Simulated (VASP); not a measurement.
Crystal: Mg.

```xyz
2
Lattice="3.1438 0.0000 0.0000 -1.5719 2.7226 0.0000 0.0000 0.0000 5.1039" Properties=species:S:1:pos:R:3 pbc="T T T"
Mg    1.5719    0.9075    3.8280
Mg    0.0000    1.8151    1.2760
```

Base run:

```yaml
Program: VASP 6.6.1
Functional: revPBE
Potentials_or_basis: VASP PAW PBE potentials, release 64 (Mg)
Cutoff: 520 eV
k_mesh: 10 × 10 × 5
Occupations: fermi-dirac, width 0.05 eV
Spin: no spin polarisation
```

Its results: band gap on the k mesh zero (band 2 reaches 3.62 eV, above the bottom of band 3 at 1.77 eV); pressure 2.9 GPa.

**Question.** The run is repeated on the same cell with these changes: functional from revPBE to SVWN5. What comes out?

**Answer.** Band gap on the k mesh zero (band 2 reaches 3.38 eV, above the bottom of band 3 at 1.44 eV); pressure -0.3 GPa.

SVWN5 binds more tightly than revPBE, so the same cell stands under less pressure.

Caveats: the PAW data sets were made with another functional, which shifts forces and pressure a little.
